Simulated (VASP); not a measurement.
# MgHgBr3 (P4mm) in VASP: single point with PBE

Aim: the single point of MgHgBr3 with PBE.

Program: VASP 6.6.1. These are calculated values, not measurements. Logs are shortened: lines on timing, memory, paths and dates and some standing lists are left out, and cuts for length are marked.

## 1. The cell of the first run

Symmetry: P4mm, No. 99, tetragonal system. Conventional cell: a = 5.045 Å, b = 5.045 Å, c = 7.978 Å, α = 90.00°, β = 90.00°, γ = 90.00°. Within 3.5 Å of Mg (site symmetry 4mm) lie 4 Br at 2.62 Å. Within 3.5 Å of Hg (site symmetry 4mm) lie 5 Br at 2.69 to 3.37 Å. Within 3.5 Å of Br (site symmetry 2mm) lie 2 Mg at 2.62 Å and 2 Hg at 3.37 Å. Br (site symmetry 4mm) has 1 Hg at 2.69 Å within 3.5 Å.

## 2. Single point, PBE

INCAR reads:

```
ALGO = Normal
EDIFF = 1E-7
ENCUT = 520
GGA = PE
ISIF = 2
ISMEAR = 0
LASPH = T
LCHARG = F
LREAL = F
LWAVE = F
NBANDS = 26
NELM = 80
PREC = Accurate
SIGMA = 0.1
```

KPOINTS reads:

```
k-points
0
Gamma
  8 8 6
```

POSCAR reads:

```
MgHgBr3
1.0
    5.0454798317      0.0000000000      0.0000000000
    0.0000000000      5.0454798317      0.0000000000
    0.0000000000      0.0000000000      7.9784217598
Mg Hg Br
1 1 3
Direct
    0.0000000000      0.0000000000      0.3041819213
    0.5000000000      0.5000000000      0.6725894524
    0.0000000000      0.5000000000      0.3929340054
    0.5000000000      0.5000000000      0.0099596355
    0.5000000000      0.0000000000      0.3929340054
```

Potentials or basis: VASP PAW PBE potentials, release 64 (Mg, Hg, Br).

Launch:

```console
$ cat potpaw_PBE.64/Mg/POTCAR potpaw_PBE.64/Hg/POTCAR potpaw_PBE.64/Br/POTCAR > POTCAR
$ mpirun -np 1 vasp_std > vasp.out
```

OUTCAR:

```text
EDIFF = 1E-7
   ENCUT = 520
   GGA = PE
   ISIF = 2
   ISMEAR = 0
   LASPH = T
   LREAL = F
   NELM = 80
   PREC = Accurate

 ion  position               nearest neighbor table
   1  0.000  0.000  0.304-   3 2.62   5 2.62   3 2.62   5 2.62
   2  0.500  0.500  0.673-   4 2.69
   3  0.000  0.500  0.393-   1 2.62   1 2.62
   4  0.500  0.500  0.010-   2 2.69
   5  0.500  0.000  0.393-   1 2.62   1 2.62

  LATTYP: Found a simple tetragonal cell.
 ALAT       =     5.0454798317
 C/A-ratio  =     1.5813008923

  Lattice vectors:

 A1 = (   5.0454798317,   0.0000000000,   0.0000000000)
 A2 = (   0.0000000000,   5.0454798317,   0.0000000000)
 A3 = (   0.0000000000,   0.0000000000,   7.9784217598)

Analysis of symmetry for initial positions (statically):
=====================================================================
 Subroutine PRICEL returns:
 Original cell was already a primitive cell.

 Routine SETGRP: Setting up the symmetry group for a
 simple tetragonal supercell.

 Subroutine GETGRP returns: Found  8 space group operations
 (whereof  8 operations were pure point group operations)
 out of a pool of 16 trial point group operations.

The static configuration has the point symmetry C_4v.

Analysis of symmetry for dynamics (positions and initial velocities):
=====================================================================
 Subroutine PRICEL returns:
 Original cell was already a primitive cell.

 Routine SETGRP: Setting up the symmetry group for a
 simple tetragonal supercell.

 Subroutine GETGRP returns: Found  8 space group operations
 (whereof  8 operations were pure point group operations)
 out of a pool of 16 trial point group operations.

The dynamic configuration has the point symmetry C_4v.

 Subroutine INISYM returns: Found  8 space group operations
 (whereof  8 operations are pure point group operations),
 and found     1 'primitive' translations

----------------------------------------------------------------------------------------

                                     Primitive cell

  volume of cell :     203.1056

  direct lattice vectors                    reciprocal lattice vectors
     5.045479832  0.000000000  0.000000000     0.198197205  0.000000000  0.000000000
     0.000000000  5.045479832  0.000000000     0.000000000  0.198197205  0.000000000
     0.000000000  0.000000000  7.978421760     0.000000000  0.000000000  0.125338072

  length of vectors
     5.045479832  5.045479832  7.978421760     0.198197205  0.198197205  0.125338072

  position of ions in fractional coordinates (direct lattice)
     0.000000000  0.000000000  0.304181921
     0.500000000  0.500000000  0.672589452
     0.000000000  0.500000000  0.392934005
     0.500000000  0.500000000  0.009959636
     0.500000000  0.000000000  0.392934005

  ion indices of the primitive-cell ions
   primitive index   ion index
                 1           1
                 2           2
                 3           3
                 4           4
                 5           5

----------------------------------------------------------------------------------------

 KPOINTS: k-points

Automatic generation of k-mesh.
 Grid dimensions read from file:
 generate k-points for:    8    8    6

 Generating k-lattice:

  Cartesian coordinates                     Fractional coordinates (reciprocal lattice)
     0.024774651  0.000000000  0.000000000     0.125000000  0.000000000  0.000000000
     0.000000000  0.024774651  0.000000000     0.000000000  0.125000000  0.000000000
     0.000000000  0.000000000  0.020889679     0.000000000  0.000000000  0.166666667

  Length of vectors
     0.024774651  0.024774651  0.020889679

  Shift w.r.t. Gamma in fractional coordinates (k-lattice)
     0.000000000  0.000000000  0.000000000

 Subroutine IBZKPT returns following result:
 ===========================================

 Found     60 irreducible k-points:

 Following reciprocal coordinates:
            Coordinates               Weight
  0.000000  0.000000  0.000000      1.000000
  0.125000  0.000000  0.000000      4.000000
  0.250000  0.000000  0.000000      4.000000
  0.375000  0.000000  0.000000      4.000000
  0.500000  0.000000  0.000000      2.000000
  0.125000  0.125000  0.000000      4.000000
[... 16 lines left out ...]
  0.375000  0.125000  0.166667     16.000000
  0.500000  0.125000  0.166667      8.000000
 [... further k-points ...]
   k-points           NKPTS =     60   k-points in BZ     NKDIM =     60   number of bands    NBANDS=     26
   number of dos      NEDOS =    301   number of ions     NIONS =      5
   total plane-waves  NPLWV =  96000
   dimension x,y,z NGX =    40 NGY =   40 NGZ =   60
   dimension x,y,z NGXF=    80 NGYF=   80 NGZF=  120
   ions per type =               1   1   3
   NGX,Y,Z   is equivalent  to a cutoff of  13.18, 13.18, 12.50 a.u.
   NGXF,Y,Z  is equivalent  to a cutoff of  26.36, 26.36, 25.00 a.u.
 SYSTEM =  unknown system
   PREC   = accura    normal or accurate (medium, high low for compatibility)
   ISTART =      0    job   : 0-new  1-cont  2-samecut
   ICHARG =      2    charge: 1-file 2-atom 10-const
   ISPIN  =      1    spin polarized calculation?
   LNONCOLLINEAR =      F non collinear calculations
   LSORBIT =      F    spin-orbit coupling
   LASPH  =      T    aspherical Exc in radial PAW
   ENCUT  =  520.0 eV  38.22 Ry    6.18 a.u.   9.38  9.38 14.83*2*pi/ulx,y,z
   NELM   =     80;   NELMIN=  2; NELMDL= -5     # of ELM steps
   EDIFF  = 0.1E-06   stopping-criterion for ELM
   LREAL  =      F    real-space projection
   EDIFFG = 0.1E-05   stopping-criterion for IOM
   NSW    =      0    number of steps for IOM
   IBRION =     -1    ionic relax: 0-MD 1-quasi-New 2-CG
   NFREE  =      0    steps in history (QN), initial steepest desc. (CG)
   ISIF   =      2    stress and relaxation
   ISYM   =      2    0-nonsym 1-usesym 2-fastsym
   POTIM  = 0.5000    time-step for ionic-motion
   TEBEG  =    0.0;   TEEND  =   0.0 temperature during run
   PSTRESS=    0.0 pullay stress
   NELECT =      35.0000    total number of electrons
   NUPDOWN=      -1.0000    fix difference up-down
   EMIN   =  10.00;   EMAX   =-10.00  energy-range for DOS
   EFERMI =   0.00;   METHOD = LEGACY
   ISMEAR =     0;   SIGMA  =   0.10  broadening in eV -4-tet -1-fermi 0-gaus
   EFERMI_NEDOS =   21; number of points for ismear=-14 and -15
   IALGO  =     38    algorithm
   IMIX   =      4    mixing-type and parameters
     AMIX     =   0.40;   BMIX     =  1.00
     AMIX_MAG =   1.60;   BMIX_MAG =  1.00
  volume/ion in A,a.u.               =      40.62       274.12
  Fermi-wavevector in a.u.,A,eV,Ry     =   0.911011  1.721561 11.292029  0.829941
  Thomas-Fermi vector in A             =   2.035240
   LORBIT       =      0    0 simple, 1 ext, 2 COOP (PROOUT), +10 PAW based schemes
   GGA     = PE    functional components
   LHFCALC =     F    Hartree Fock is set to
   AEXX    =    0.0000 exact exchange contribution
   IVDW    =     0    specifies the selected vdW correction
   LEPSILON=     F    determine dielectric tensor
   LRPA    =     F    only Hartree local field effects (RPA)
 non-spin polarized calculation
 Gauss-broadening in eV      SIGMA  =   0.10
  energy-cutoff  :      520.00
  volume of cell :      203.11
 maximum number of plane-waves:      5496
 NGX is ok and might be reduce to    40
   NGX = 19   NGY = 19   NGZ = 29

 number of electron      34.9999996 magnetization

 Free energy of the ion-electron system (eV)
  ---------------------------------------------------
  ext. energy  EPLUGINS =         0.00000000
  ---------------------------------------------------
  free energy    TOTEN  =        -9.58875482 eV

  energy without entropy =       -9.56120301  energy(sigma->0) =       -9.57497891

 E-fermi :  -0.1642     XC(G=0):  -6.8225

 val. band max:       -0.1772514571   @ k =   0.2500   0.2500   0.5000
 cond. band min:      -0.1611149624   @ k =   0.2500   0.1250   0.3333
 fundamental gap:      0.0161364947
 Fermi energy:        -0.1641753191

 k-point     1 :       0.0000    0.0000    0.0000
  band No.  band energies     occupation
      1     -15.7917      2.00000
      2     -15.0343      2.00000
      3     -14.1890      2.00000
      4      -6.1875      2.00000
      5      -6.0706      2.00000
      6      -6.0706      2.00000
[... 18 lines left out ...]
     25       6.4986      0.00000
     26       6.6199      0.00000

 k-point     2 :       0.1250    0.0000    0.0000
  band No.  band energies     occupation
      1     -15.7633      2.00000
      2     -15.0630      2.00000
      3     -14.1878      2.00000
      4      -6.1873      2.00000
      5      -6.0653      2.00000
      6      -6.0628      2.00000
[... 18 lines left out ...]
     25       6.1652      0.00000
     26       6.7266      0.00000

 k-point     3 :       0.2500    0.0000    0.0000
  band No.  band energies     occupation
      1     -15.6822      2.00000
      2     -15.1451      2.00000
      3     -14.1847      2.00000
      4      -6.1861      2.00000
      5      -6.0525      2.00000
      6      -6.0454      2.00000
[... 18 lines left out ...]
     25       6.2940      0.00000
     26       6.8850      0.00000

 k-point     4 :       0.3750    0.0000    0.0000
  band No.  band energies     occupation
      1     -15.5601      2.00000
      2     -15.2683      2.00000
      3     -14.1815      2.00000
      4      -6.1840      2.00000
      5      -6.0396      2.00000
      6      -6.0311      2.00000
[... 18 lines left out ...]
     25       6.5993      0.00000
     26       7.0482      0.00000
[... 496 lines left out ...]
      1     -15.6594      2.00000
      2     -15.1627      2.00000
      3     -14.1844      2.00000
      4      -6.1962      2.00000
      5      -6.0599      2.00000
      6      -6.0343      2.00000
[... 18 lines left out ...]
     25       6.2257      0.00000
     26       6.8722      0.00000

 k-point    23 :       0.3750    0.1250    0.1667
  band No.  band energies     occupation
      1     -15.5448      2.00000
      2     -15.2749      2.00000
      3     -14.1812      2.00000
      4      -6.1953      2.00000
      5      -6.0432      2.00000
      6      -6.0248      2.00000
[... 18 lines left out ...]
     25       6.3754      0.00000
     26       6.7358      0.00000

 k-point    24 :       0.5000    0.1250    0.1667
  band No.  band energies     occupation
      1     -15.4193      2.00000
      2     -15.3995      2.00000
      3     -14.1799      2.00000
      4      -6.1940      2.00000
      5      -6.0331      2.00000
      6      -6.0235      2.00000
[... 18 lines left out ...]
     25       6.1937      0.00000
     26       6.8479      0.00000

 [... further k-points ...]

------------------------ aborting loop because EDIFF is reached ----------------------------------------

  FORCE on cell =-STRESS in cart. coord.  units (eV):
  Direction    XX          YY          ZZ          XY          YZ          ZX
  --------------------------------------------------------------------------------------
  -------------------------------------------------------------------------------------
  Total       -0.0588165     -0.0588165      0.0633024      0.0000000     -0.0000000      0.0000000
  in kB       -0.4639681     -0.4639681      0.4993541      0.0000000     -0.0000000      0.0000000
  external PRESSURE =      -0.1428607 kB  Pullay stress =       0.0000000 kB

 VOLUME and BASIS-vectors are now :
 -----------------------------------------------------------------------------
  energy-cutoff  :      520.00
  volume of cell :      203.11
      direct lattice vectors                 reciprocal lattice vectors
     5.045479832  0.000000000  0.000000000     0.198197205  0.000000000  0.000000000
     0.000000000  5.045479832  0.000000000     0.000000000  0.198197205  0.000000000
     0.000000000  0.000000000  7.978421760     0.000000000  0.000000000  0.125338072

 POSITION                                       TOTAL-FORCE (eV/Angst)
 -----------------------------------------------------------------------------------
      0.00000      0.00000      2.42689         0.000000     -0.000000      0.014324
      2.52274      2.52274      5.36620         0.000000      0.000000     -0.023008
      0.00000      2.52274      3.13499         0.000000     -0.000000     -0.011851
      2.52274      2.52274      0.07946         0.000000     -0.000000      0.032387
      2.52274      0.00000      3.13499         0.000000     -0.000000     -0.011851
 -----------------------------------------------------------------------------------
    total drift:                               -0.000000     -0.000000      0.000885

  FREE ENERGIE OF THE ION-ELECTRON SYSTEM (eV)
  ---------------------------------------------------
  free  energy   TOTEN  =        -9.5887548184 eV

  energy  without entropy=       -9.5612030068  energy(sigma->0) =       -9.57497891
```

Wall time 3 min (1 thread of Intel Xeon Platinum 8559C (Emerald Rapids), shared host); peak memory 0.52 GiB.

Results:

```yaml
Free_energy: -9.5888 eV
Pressure: 0.0 GPa
Largest_force: 0.032 eV/Å
```

Forces on the atoms (eV/Å):
```
Mg   0.000  0.000  0.014
Hg   0.000  0.000 -0.023
Br   0.000  0.000 -0.012
Br   0.000  0.000  0.032
Br   0.000  0.000 -0.012
```

Stress tensor (GPa, compression positive):
```
-0.05  0.00  0.00
 0.00 -0.05  0.00
 0.00  0.00  0.05
```

Caveat: spin-orbit coupling is left out, which moves the levels of the heavy elements; an odd number of electrons without spin polarisation forces a metal; a magnetic or distorted state may lie lower.
